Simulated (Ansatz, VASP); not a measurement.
Given: the input of a run of Ansatz 0.2.0 on Ti.

input.yaml

```yaml
crystal:
  lattice:
    - [-1.641, 1.641, 1.641]
    - [1.641, -1.641, 1.641]
    - [1.641, 1.641, -1.641]
  atoms:
    - { symbol: Ti, position: [0.0, 0.0, 0.0] }
hamiltonian:
  xc: hse06
  pseudopotentials: { kind: paw }
kpoints:
  mp_grid: { grid: [6, 6, 6] }
scf:
  occupations: { method: fermi_dirac, width: 0.05 }
output:
  forces: true
  stress: true
relax:
  f_tol: 0.01
  max_steps: 40
  cell: { stress_tol: 0.05 }
```

Potentials or basis: Ansatz PAW.

The run is started by

```console
$ ansatz run input.yaml --threads 2 --pin off --max-ram 5632MiB --backend cpu --events-out ev --progress --plain --runs-dir out
```

**Question.** Set up the same calculation for VASP 6.6.1. Potentials there: VASP PAW PBE potentials, release 64 (Ti_sv).

**Answer.** As run (the cutoff follows the program's own potentials):

The input POSCAR:

```
Ti
1.0
   -1.6410000000      1.6410000000      1.6410000000
    1.6410000000     -1.6410000000      1.6410000000
    1.6410000000      1.6410000000     -1.6410000000
Ti
1
Direct
    0.0000000000      0.0000000000      0.0000000000
```

File INCAR.step1:

```
  PREC = Accurate
  ENCUT = 600
  EDIFF = 1E-5
  ISMEAR = -1
  SIGMA = 0.05
  LREAL = F
  LASPH = T
  NELM = 80
  ALGO = Normal
  LWAVE = T
  LCHARG = F
  GGA = PE
  NBANDS = 12
```

INCAR.step2

```
  PREC = Accurate
  ENCUT = 600
  EDIFF = 1E-7
  ISMEAR = -1
  SIGMA = 0.05
  LREAL = F
  LASPH = T
  NELM = 80
  ALGO = Normal
  ISIF = 3
  LWAVE = F
  LCHARG = F
  GGA = PE
  LHFCALC = T
  HFSCREEN = 0.2079
  PRECFOCK = Normal
  IBRION = 2
  NSW = 60
  EDIFFG = -0.01
  ISTART = 1
```

Contents of KPOINTS:

```
regular mesh
0
Gamma
  6 6 6
```

Potentials or basis: VASP PAW PBE potentials, release 64 (Ti_sv).

The run is started by

```bash
$ cat potpaw_PBE.64/Ti_sv/POTCAR > POTCAR
$ cp INCAR.step1 INCAR
$ mpirun -np 1 vasp_std > vasp.out
$ cp INCAR.step2 INCAR
$ mpirun -np 1 vasp_std > vasp.out
```

Both were run:

|  | VASP | Ansatz | Ansatz less VASP |
| --- | --- | --- | --- |
| gap on the k mesh at the Fermi level, each at its own relaxed structure (eV) | none | none | - |
| relaxed volume (Å³/atom) | 17.29 | 17.35 | +0.059 |
| relaxed length of the cell vector where the two differ most in proportion (Å) | 2.822 | 2.825 | +0.0032 |

A gap of «none» marks a metal or a gap that the smearing closes.

The k mesh is coarse, so the values compare programs but aren't converged. Noted on Ansatz's run: the plane-wave basis is chosen anew once the cell has moved, so the energies of steps on either side of that aren't comparable.
